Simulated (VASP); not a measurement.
# Pb (Fm-3m) in VASP: further runs, part 2 of 2

VASP 6.6.1. The steps go on from the part before.

## 3. Single point, RPBE+D3(BJ), non-collinear spin, zero start, spin-orbit coupling (28.50 Å³/atom)

This run uses another cell than the first one, of 28.50 Å³/atom.

The input, INCAR:

```
SYSTEM = Pb
ALGO     = Fast           ! electronic algorithm
EDIFF    = 1E-6           ! SCF threshold, eV
ENCUT    = 520            ! plane-wave cutoff, eV
GGA      = RP             ! functional
GGA_COMPAT= .False.      
ISIF     = 2              ! what is computed and relaxed
ISMEAR   = 1              ! smearing method
IVDW     = 12             ! dispersion correction
LASPH    = .True.         ! aspherical terms in the spheres
LCHARG   = .True.         ! write CHGCAR
LORBIT   = 11             ! projections on sites
LORBMOM  = .True.       
LREAL    = .False.        ! projectors in reciprocal space
LSORBIT  = .True.         ! spin-orbit coupling
LVHAR    = .True.       
LWAVE    = .False.        ! write WAVECAR
MAGMOM   = 0 0 0          ! initial moments
NBANDS   = 25             ! bands
NELM     = 150            ! most SCF steps
PREC     = Accurate       ! precision mode
SIGMA    = 0.01           ! smearing width, eV
```

The input, KPOINTS:

```
k-points
0
Gamma
  7 7 7
  0 0 0
```

The input, POSCAR:

```
Pb
1.0
    0.0000000000      2.4244952108      2.4244952108
    2.4244952108      0.0000000000      2.4244952108
    2.4244952108      2.4244952108      0.0000000000
Pb
1
Direct
    0.0000000000      0.0000000000      0.0000000000
```

Potentials or basis: VASP PAW PBE potentials, release 64 (Pb_d).

On the command line:

```sh
> cat potpaw_PBE.64/Pb_d/POTCAR > POTCAR
> mpirun -np 1 vasp_ncl > vasp.out
```

OUTCAR:

```text
SYSTEM = Pb
   EDIFF = 1E-6
   ENCUT = 520
   GGA = RP
   ISIF = 2
   ISMEAR = 1
   IVDW = 12
   LASPH = .True.
   LORBIT = 11
   LREAL = .False.
   LSORBIT = .True.
   NELM = 150
   PREC = Accurate
 IVDW          = 12

 ion  position               nearest neighbor table
   1  0.000  0.000  0.000-

  LATTYP: Found a face centered cubic cell.
 ALAT       =     4.8489904216

  Lattice vectors:

 A1 = (   0.0000000000,   2.4244952108,   2.4244952108)
 A2 = (   2.4244952108,   0.0000000000,   2.4244952108)
 A3 = (   2.4244952108,   2.4244952108,   0.0000000000)

[... 804 lines left out ...]
           -0.000  -0.000  -0.000

 orbital moment (z)

 # of ion     p       d       tot
 ----------------------------------------
  1         0.000   0.000   0.000
 ----------------------------------------
            0.000   0.000   0.000

 Spin-Orbit-Coupling matrix elements

 Ion:    1  E_soc:     -1.1423375
 l=   1
     0.0000000    -0.1228317    -0.1228317
    -0.1228317     0.0000000    -0.1228317
    -0.1228317    -0.1228317     0.0000000
 l=   2
     0.0000000    -0.0135750     0.0000000    -0.0135750    -0.0539828
    -0.0135750     0.0000000    -0.0404871    -0.0135750    -0.0134957
     0.0000000    -0.0404871     0.0000000    -0.0404871     0.0000000
    -0.0135750    -0.0135750    -0.0404871     0.0000000    -0.0134957
    -0.0539828    -0.0134957     0.0000000    -0.0134957     0.0000000
 l=   3
     0.0000000     0.0000000     0.0000000     0.0000000     0.0000000     0.0000000     0.0000000
     0.0000000     0.0000000     0.0000000     0.0000000     0.0000000     0.0000000     0.0000000
     0.0000000     0.0000000     0.0000000     0.0000000     0.0000000     0.0000000     0.0000000
     0.0000000     0.0000000     0.0000000     0.0000000     0.0000000     0.0000000     0.0000000
     0.0000000     0.0000000     0.0000000     0.0000000     0.0000000     0.0000000     0.0000000
     0.0000000     0.0000000     0.0000000     0.0000000     0.0000000     0.0000000     0.0000000
     0.0000000     0.0000000     0.0000000     0.0000000     0.0000000     0.0000000     0.0000000

 total charge

# of ion       s       p       d       tot
------------------------------------------
    1        1.410   0.789   9.815  12.015

 magnetization (x)

# of ion       s       p       d       tot
------------------------------------------
    1       -0.000  -0.000  -0.000  -0.000

 magnetization (y)

# of ion       s       p       d       tot
------------------------------------------
    1       -0.000  -0.000  -0.000  -0.000

 magnetization (z)

# of ion       s       p       d       tot
------------------------------------------
    1       -0.000  -0.000  -0.000  -0.000
```

OSZICAR:

```text
N       E                     dE             d eps       ncg     rms          rms(c)
DAV:   1     0.152528409161E+03    0.15253E+03   -0.67557E+03  1000   0.140E+03
DAV:   2     0.836383836363E+01   -0.14416E+03   -0.13889E+03  1016   0.373E+02
DAV:   3    -0.321800833056E+01   -0.11582E+02   -0.11437E+02  1253   0.127E+02
DAV:   4    -0.361232038334E+01   -0.39431E+00   -0.39398E+00  1256   0.248E+01
DAV:   5    -0.363207634285E+01   -0.19756E-01   -0.19755E-01  1557   0.506E+00    0.543E-01
RMM:   6    -0.362619707275E+01    0.58793E-02   -0.73003E-03  1232   0.123E+00    0.278E-01
RMM:   7    -0.362402295307E+01    0.21741E-02   -0.47512E-03  1286   0.769E-01    0.223E-01
RMM:   8    -0.362400572434E+01    0.17229E-04   -0.13660E-03  1526   0.392E-01    0.306E-02
RMM:   9    -0.362398221846E+01    0.23506E-04   -0.23604E-04  1497   0.214E-01    0.660E-03
RMM:  10    -0.362398918045E+01   -0.69620E-05   -0.68531E-05  1606   0.843E-02    0.537E-03
RMM:  11    -0.362398696563E+01    0.22148E-05   -0.10016E-05  1511   0.337E-02    0.199E-03
RMM:  12    -0.362398537398E+01    0.15917E-05   -0.14728E-06   939   0.133E-02    0.508E-04
RMM:  13    -0.362398544491E+01   -0.70931E-07   -0.44528E-07   771   0.874E-03
   1 F= -.63226940E+01 E0= -.63226696E+01  d E =-.734005E-04  mag=     0.0000     0.0000    -0.0000
```

Wall time 73 s (1 thread of Intel Xeon 8259CL, shared host); peak memory 0.25 GiB.

What came out:

```
Free energy                                           : -6.3227 eV
Pressure                                              : -14.7 GPa
Net moment                                            : 0.00 μB per cell
Valence electrons inside the program's atomic spheres : Pb 12.02
Dispersion energy per atom                            : -2.699 eV
```

Moments on the atoms (μB; x, y, z):
```
Pb  0.00 0.00 0.00
```

Caveat: the cell stands under tension; the PAW data sets were made with another functional, which shifts forces and pressure a little.

## 4. Single point, RPBE+D3(BJ), non-collinear spin, zero start, spin-orbit coupling (29.11 Å³/atom)

This run uses another cell than the first one, of 29.11 Å³/atom.

The input, INCAR:

```
SYSTEM = Pb
ALGO = Normal
EDIFF = 1E-7
ENCUT = 520
GGA = RP
GGA_COMPAT = .False.
ISIF = 2
ISMEAR = 1
IVDW = 12
LASPH = .True.
LCHARG = .False.
LNONCOLLINEAR = .True.
LORBIT = 11
LORBMOM = .True.
LREAL = .False.
LSORBIT = .True.
LWAVE = .False.
MAGMOM = 0 0 0
NBANDS = 25
NELM = 150
PREC = Accurate
SIGMA = 0.01
```

KPOINTS is that of step 3.

The input, POSCAR:

```
Pb
1.0
    0.0000000000      2.4415696833      2.4415696833
    2.4415696833      0.0000000000      2.4415696833
    2.4415696833      2.4415696833      0.0000000000
Pb
1
Direct
    0.0000000000      0.0000000000      0.0000000000
```

On the command line:

```sh
> cat potpaw_PBE.64/Pb_d/POTCAR > POTCAR
> mpirun -np 1 vasp_ncl > vasp.out
```

It took 52 s on 1 thread of Intel Xeon 8259CL, shared host; peak memory 0.25 GiB.

It converged, with:

| Item | Value |
| --- | --- |
| Free energy | -6.2661 eV |
| Pressure | -15.3 GPa |
| Net moment | 0.00 μB per cell |
| Valence electrons inside the program's atomic spheres | Pb 12.00 |
| Dispersion energy per atom | -2.613 eV |

Moments on the atoms (μB; x, y, z):
```
Pb  0.00 0.00 0.00
```

Caveat: the cell stands under tension; the PAW data sets were made with another functional, which shifts forces and pressure a little.

## 5. Single point, RPBE+D3(BJ), non-collinear spin, zero start, spin-orbit coupling (29.72 Å³/atom)

This run uses another cell than the first one, of 29.72 Å³/atom.

The input, INCAR:

```
SYSTEM = Pb
PREC = Accurate ; ENCUT = 520
EDIFF = 1E-6 ; ISMEAR = 1
SIGMA = 0.01 ; LREAL = .False.
LASPH = .True. ; NELM = 150
ALGO = Fast ; ISIF = 2
LWAVE = .False. ; LCHARG = .False.
MAGMOM = 0 0 0 ; LORBIT = 11
LSORBIT = .True. ; GGA_COMPAT = .False.
LORBMOM = .True. ; GGA = RP
IVDW = 12 ; NBANDS = 25
```

The input, KPOINTS:

```
regular mesh
0
Gamma
  7 7 7
  0 0 0
```

The input, POSCAR:

```
Pb
1.0
    0.0000000000      2.4584086270      2.4584086270
    2.4584086270      0.0000000000      2.4584086270
    2.4584086270      2.4584086270      0.0000000000
Pb
1
Direct
    0.0000000000      0.0000000000      0.0000000000
```

On the command line:

```sh
> cat potpaw_PBE.64/Pb_d/POTCAR > POTCAR
> mpirun -np 1 vasp_ncl > vasp.out
```

Run time: 69 s. Hardware: 1 thread of Intel Xeon 8259CL, shared host; peak memory 0.25 GiB.

It converged, with:

```yaml
Free_energy: -6.2074 eV
Pressure: -15.8 GPa
Net_moment: 0.00 μB per cell
Valence_electrons_inside_the_program's_atomic_spheres: Pb 11.99
Dispersion_energy_per_atom: -2.530 eV
```

Moments on the atoms (μB; x, y, z):
```
Pb  0.00 0.00 0.00
```

Caveat: the cell stands under tension; the PAW data sets were made with another functional, which shifts forces and pressure a little.

## 6. Single point, RPBE+D3(BJ), non-collinear spin, zero start, spin-orbit coupling (30.32 Å³/atom)

The input, INCAR:

```
SYSTEM = Pb
PREC = Accurate ; ENCUT = 520
EDIFF = 1E-6 ; ISMEAR = 1
SIGMA = 0.01 ; LREAL = .FALSE.
LASPH = .TRUE. ; NELM = 150
ALGO = Fast ; ISIF = 2
LWAVE = .FALSE. ; LCHARG = .FALSE.
MAGMOM = 0 0 0 ; LORBIT = 11
LSORBIT = .TRUE. ; GGA_COMPAT = .FALSE.
LORBMOM = .TRUE. ; GGA = RP
IVDW = 12 ; NBANDS = 25
```

The input, KPOINTS:

```
regular mesh
0
G
  7 7 7
  0 0 0
```

The input, POSCAR:

```
Pb
1.0
    0.0000000000      2.4750200000      2.4750200000
    2.4750200000      0.0000000000      2.4750200000
    2.4750200000      2.4750200000      0.0000000000
Pb
1
Direct
    0.0000000000      0.0000000000      0.0000000000
```

Potentials or basis: VASP PAW PBE potentials, release 64 (Pb_d).

On the command line:

```sh
> cat potpaw_PBE.64/Pb_d/POTCAR > POTCAR
> mpirun -np 1 vasp_ncl > vasp.out
```

It took 66 s on 1 thread of Intel Xeon 8259CL, shared host; peak memory 0.25 GiB.

Results (log left out):

```yaml
Free_energy: -6.1470 eV
Pressure: -16.2 GPa
Net_moment: 0.00 μB per cell
Valence_electrons_inside_the_program's_atomic_spheres: Pb 11.98
Dispersion_energy_per_atom: -2.451 eV
```

Moments on the atoms (μB; x, y, z):
```
Pb  0.00 0.00 0.00
```

Caveat: the cell stands under tension; the PAW data sets were made with another functional, which shifts forces and pressure a little.

## 7. Overview

| level | spin | cell | k mesh | smearing | pressure (GPa) | moment (μB) |
| --- | --- | --- | --- | --- | --- | --- |
| PBE | off | a = 3.500 Å, angles 60.0°, 1 atom | 6 × 6 × 6 | fermi-dirac 0.03 eV | 3.2 | - |
| RPBE+D3(BJ) | non-collinear, zero start, SOC | a = 3.429 Å, angles 60.0°, 1 atom | 7 × 7 × 7 | methfessel-paxton 0.01 eV | -14.7 | 0.00 |
| RPBE+D3(BJ) | non-collinear, zero start, SOC | a = 3.453 Å, angles 60.0°, 1 atom | 7 × 7 × 7 | methfessel-paxton 0.01 eV | -15.3 | 0.00 |
| RPBE+D3(BJ) | non-collinear, zero start, SOC | a = 3.477 Å, angles 60.0°, 1 atom | 7 × 7 × 7 | methfessel-paxton 0.01 eV | -15.8 | 0.00 |
| RPBE+D3(BJ) | non-collinear, zero start, SOC | a = 3.500 Å, angles 60.0°, 1 atom | 7 × 7 × 7 | methfessel-paxton 0.01 eV | -16.2 | 0.00 |

Alike in all rows: task single point; potentials or basis VASP PAW PBE potentials, release 64 (Pb_d); cutoff (eV) 520.

Caveats: some runs use coarse meshes; the cell stands under tension (at least some runs); the PAW data sets were made with another functional, which shifts forces and pressure a little (at least some runs).

Absolute energies hang on the potentials; compare differences alone.
